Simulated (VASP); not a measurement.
AlNi: relaxation of shape and atoms at fixed volume with PBEsol

AlNi:

```xyz
2
Lattice="2.0009 -2.0009 0.0000 2.0009 2.0009 0.0000 0.0000 0.0000 2.8404" Properties=species:S:1:pos:R:3 pbc="T T T"
Al    0.0000    0.0000    0.0000
Ni    2.0009    0.0000    1.4202
```

| Property | Result |
| --- | --- |
| Program | VASP 6.6.1 |
| Task | relaxation of shape and atoms at fixed volume |
| Functional | PBEsol |
| Potentials or basis | VASP PAW PBE potentials, release 64 (Al, Ni) |
| Cutoff | 600 eV |
| k mesh | 16 × 16 × 14 |
| Occupations | gaussian, width 0.1 eV |
| Spin | no spin polarisation |
| Dipole correction | no |
| Further INCAR settings | ALGO = Fast; EDIFF = 1e-06; IBRION = 2; EDIFFG = -0.01; NSW = 50; ISIF = 4 |

```json
{"Pressure after relaxing": "6.0 GPa", "Band gap on the k mesh": "zero (an odd number of electrons rules out a gap without spin polarisation)"}
```

Final structure:
```
Al Ni
1.0
     2.00091   -2.00093    0.00000
     2.00091    2.00093    0.00000
     0.00000    0.00000    2.84042
Al Ni
1 1
Direct
  0.00000 0.00000 0.00000
  0.50000 0.50000 0.50000
```

Levels at points of the mesh, in eV from the Fermi level:
```tsv
k point	band 4	band 5	band 6	band 7	band 8	band 9	band 10
(0.00, 0.00, 0.00)	-1.64	-1.64	-1.63	5.63	5.77	5.77	8.31
(0.50, 0.00, 0.00)	-2.40	-2.38	-1.54	-0.65	8.37	10.17	10.30
(0.50, 0.50, 0.00)	-2.99	-2.22	-2.22	-1.06	1.59	2.78	12.80
(0.00, 0.00, 0.50)	-2.38	-2.38	-1.53	-0.68	8.37	10.28	10.29
(0.50, 0.00, 0.50)	-3.01	-2.21	-2.20	-1.07	1.55	2.74	12.90
(0.50, 0.50, 0.50)	-1.04	-1.03	1.95	1.95	1.95	4.19	4.70
```

Run time: 38 s on 1 thread of Intel(R) Xeon(R) 6975P-C (Granite Rapids), on a shared host, peak memory 0.3 GiB.

Caveat: the PAW data sets were made with another functional, which shifts forces and pressure a little. Spin polarisation is off, so any magnetic state and its effect on volume and gap are missing.
